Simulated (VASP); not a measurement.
The system is Au.

```
CELL_PARAMETERS angstrom
0.00000 2.04124 2.04124
2.04124 0.00000 2.04124
2.04124 2.04124 0.00000
ATOMIC_POSITIONS crystal
Au 0.00000 0.00000 0.00000
```

Base run:

```yaml
Program: VASP 6.6.1
Functional: r2SCAN
Potentials_or_basis: VASP PAW PBE potentials, release 64 (Au)
Cutoff: 550 eV
k_mesh: 11 × 11 × 11
Occupations: fermi-dirac, width 0.05 eV
Spin: no spin polarisation
```

Its results: pressure 5.4 GPa.

Problem. The run is repeated on the same cell with these changes: functional from r2SCAN to PBEsol; cutoff from 550 eV to 500 eV. What comes out?

Solution. Pressure -0.3 GPa.

Caveats: the PAW data sets were made with another functional, which shifts forces and pressure a little.
